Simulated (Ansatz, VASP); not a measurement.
One calculation of Co, two programs

```xyz
4
Lattice="1.2506 -4.3118 0.0000 1.2506 4.3118 0.0000 0.0000 0.0000 4.0938" Properties=species:S:1:pos:R:3 pbc="T T T"
Co    1.2506    3.1577    4.0939
Co    1.2506   -1.1542    2.0469
Co    1.2506   -3.1577   -0.0001
Co    1.2506    1.1542    2.0470
```

Alike in both runs: functional PBEsol; k mesh 6 × 6 × 6; occupations gaussian, width 0.1 eV; collinear spin.

Ansatz relaxed the structure, and its values are those at the end. VASP's run is a single point on that final structure, the one shown.

```csv
,VASP,Ansatz
version,VASP 6.6.1,Ansatz 0.2.0
potentials or method,"VASP PAW PBE potentials, release 64 (Co), cutoff 520 eV","scalar-relativistic, plane waves, PAW"
valence electrons in the cell,36,68
```

Ansatz gave:

| Quantity | Value |
| --- | --- |
| gap on the k mesh at the Fermi level (eV) | none |
| pressure (GPa) | -0.1 |
| rms of the force components (eV/Å) | 0.001 |
| net moment per atom (μB) | 1.66 |
| size of the moment on the site where the two differ most (μB) | 1.69 |

Q: Which values does VASP return?

A: gap on the k mesh at the Fermi level (eV): none; pressure (GPa): -1.0; rms of the force components (eV/Å): 0.005; net moment per atom (μB): 1.65; size of the moment on the site where the two differ most (μB): 1.65.

VASP's potentials were made for PBE, not for PBEsol. Site moments also hang on the region over which each program counts them. A gap of «none» marks a metal or a gap that the smearing closes. The functional is the same, so the differences come from potentials, cutoffs and numerics. VASP's potentials hold 36 valence electrons a cell and Ansatz's 68, so a difference there can come from the potentials and not from the codes.

The k mesh is coarse, so the values compare programs but aren't converged.
